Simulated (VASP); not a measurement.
A run of VASP 6.6.1:

The input POSCAR:

```
Cr
1.0
   -0.0174283700      1.8156326700      1.8106573700
    1.8310089900     -0.0170405700      1.8102695700
    1.8558983200      1.8401342100     -0.0419299100
Cr
1
Direct
    0.0000000000      0.0000000000      0.0000000000
```

The input INCAR.step1:

```
SYSTEM = Cr
ALGO = Normal ; EDIFF = 1E-4
ENCUT = 520 ; GGA = PE
ISMEAR = 0 ; ISPIN = 2
LASPH = .TRUE. ; LCHARG = .FALSE.
LMAXMIX = 4 ; LREAL = .FALSE.
LWAVE = .TRUE. ; MAGMOM = 3
NBANDS = 16 ; NELM = 150
PREC = Accurate ; SIGMA = 0.1
```

File INCAR.step2:

```
SYSTEM = Cr
ALGO = Normal ; EDIFF = 1E-7
ENCUT = 520 ; ISIF = 2
ISMEAR = 0 ; ISPIN = 2
ISTART = 1 ; LASPH = .TRUE.
LCHARG = .FALSE. ; LMAXMIX = 4
LMIXTAU = .TRUE. ; LORBIT = 11
LREAL = .FALSE. ; LWAVE = .FALSE.
MAGMOM = 3 ; METAGGA = R2SCAN
NBANDS = 16 ; NELM = 150
PREC = Accurate ; SIGMA = 0.1
```

KPOINTS

```
k-points
0
G
  9 9 9
  0 0 0
```

Potentials or basis: VASP PAW PBE potentials, release 64 (Cr_pv).

Run with:

```console
$ cat potpaw_PBE.64/Cr_pv/POTCAR > POTCAR
$ cp INCAR.step1 INCAR
$ mpirun -np 1 vasp_std > vasp.out
$ cp INCAR.step2 INCAR
$ mpirun -np 1 vasp_std > vasp.out
```

Hardware: 1 thread of AMD EPYC 7R43 64-Core Processor (Zen 3), with other jobs on the host.

**Question.** Estimate the wall time of this run.

**Answer.** Run time: 13 min on 1 thread of AMD EPYC 7R43 64-Core Processor (Zen 3) (shared host), peak memory 0.18 GiB. Counts: k points 365.
